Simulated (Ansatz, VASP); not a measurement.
## CoO in VASP and in Ansatz

Contents of INCAR:

```
PREC = Accurate ; ENCUT = 600
EDIFF = 1E-6 ; ISMEAR = 0
SIGMA = 0.05 ; LREAL = False
LASPH = True ; NELM = 200
ALGO = Normal ; ISIF = 2
LWAVE = False ; LCHARG = False
ISPIN = 2 ; MAGMOM = 3 0
LORBIT = 11 ; LMAXMIX = 4
LDAU = True ; LDAUTYPE = 2
LDAUL = 2 -1 ; LDAUU = 3.3 0
LDAUJ = 0 0 ; LDAUPRINT = 1
GGA = PE ; NBANDS = 22
GGA_COMPAT = False
```

KPOINTS

```
Automatic mesh
0
Gamma
  6 6 6
```

The input POSCAR:

```
CoO
1.0
    0.0000000000      2.1315000000      2.1315000000
    2.1315000000      0.0000000000      2.1315000000
    2.1315000000      2.1315000000      0.0000000000
Co O
1 1
Direct
    0.0000000000      0.0000000000      0.0000000000
    0.5000000000      0.5000000000      0.5000000000
```

Input for Ansatz:

```yaml
crystal:
  lattice:
    - [0.0, 2.1315, 2.1315]
    - [2.1315, 0.0, 2.1315]
    - [2.1315, 2.1315, 0.0]
  atoms:
    - { symbol: Co, position: [0.0, 0.0, 0.0], spin: 3.0 }
    - { symbol: O, position: [0.5, 0.5, 0.5] }
basis:
  ecutwfc: 420
  ecutrho_ratio: 4
kpoints:
  mp_grid: { grid: [6, 6, 6] }
hamiltonian:
  xc: pbe
  hubbard: { sites: [{ species: Co, l: d, u_eff: 3.3 }] }
scf:
  occupations: { method: gaussian, width: 0.05 }
output:
  forces: true
  stress: true
  eigenvalues: true
  populations: true
  hubbard: { sites: [{ species: Co, l: d }] }
magnetization:
  spin_polarized: true
```

Alike in both runs: task single point; functional PBE; k mesh 6 × 6 × 6; occupations gaussian, width 0.05 eV; collinear spin; Hubbard terms Co d U = 3.3 eV.

|  | VASP | Ansatz |
| --- | --- | --- |
| version | VASP 6.6.1 | Ansatz 0.2.0 |
| potentials or method | VASP PAW PBE potentials, release 64 (Co_sv, O), cutoff 600 eV | scalar-relativistic, plane waves, PAW |
| valence electrons in the cell | 23 | 23 |

|  | VASP | Ansatz | Ansatz less VASP |
| --- | --- | --- | --- |
| pressure (GPa) | -2.9 | 8.2 | +11.04 |
| net moment per atom (μB) | 1.50 | 1.50 | 0.000 |
| size of the moment on the site where the two differ most (μB) | 2.69 | 2.60 | -0.090 |

Site moments also hang on the region over which each program counts them. The programs project onto different local orbitals, so the same U acts differently, and such runs can settle in different states. Ansatz's warnings: reached outside group.

The k mesh is coarse, so the values compare programs but aren't converged.
